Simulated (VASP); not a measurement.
CuF2:

```
CELL_PARAMETERS angstrom
3.74701 0.00000 0.00000
0.00000 3.74701 0.00000
0.00000 0.00000 3.60731
ATOMIC_POSITIONS crystal
Cu 0.00000 0.00000 0.00000
F 0.50000 0.00000 0.00000
F 0.00000 0.50000 0.00000
```

| Quantity | Value |
| --- | --- |
| Program | VASP 6.6.1 |
| Task | relaxation of cell and atoms |
| Functional | LDA |
| Potentials or basis | VASP PAW LDA potentials, release 64 (Cu, F) |
| Cutoff | 600 eV |
| k mesh | 5 × 5 × 5 |
| Occupations | fermi-dirac, width 0.05 eV |
| Spin | collinear spin, ferromagnetic start |
| Starting moments | [0.6, 0.0, 0.0] μB |

At the start: pressure -6.6 GPa; volume 16.88 Å³/atom.

**Question.** How do energy, volume and symmetry change on relaxing?

**Answer.** Over 14 steps the energy falls by 54.6 meV/atom and the volume is 12.94 Å³/atom (-23.4 %); space group P4/mmm (No. 123, to 0.05 Å); moment 0.00 μB per cell.

The path:
```
step  energy change (eV)  largest force (eV/Å)  pressure (GPa)  volume (Å³)
   1              0.0000                0.0000           -6.65        50.65
   2             -0.0333                0.0000            5.79        45.66
   3             -0.0869                0.0000           -0.46        47.73
   4             -0.0869                0.0000           -0.36        47.67
   5             -0.0897                0.0000           -0.27        47.35
   6             -0.0987                0.0000           -0.33        46.40
   7             -0.1181                0.0000           -0.31        44.49
   8             -0.1548                0.0000            0.06        40.68
   9              0.0104                0.0000            6.36        33.10
  10             -0.1593                0.0000            0.24        39.96
  11             -0.1629                0.0000            0.83        38.28
  12             -0.1632                0.0000            0.63        38.72
  13             -0.1153                0.0000           -5.85        39.72
  14             -0.1637                0.0000           -0.08        38.81
```

Final structure:
```
Cu F
1.0
     3.64320    0.00000    0.00000
     0.00000    3.64320    0.00000
     0.00000    0.00000    2.92401
Cu F
1 2
Cartesian
  0.0000 0.0000 0.0000
  1.8216 0.0000 0.0000
  0.0000 1.8216 0.0000
```

Caveat: the volume moved by over 15 % at a fixed basis, so the end points are rough.
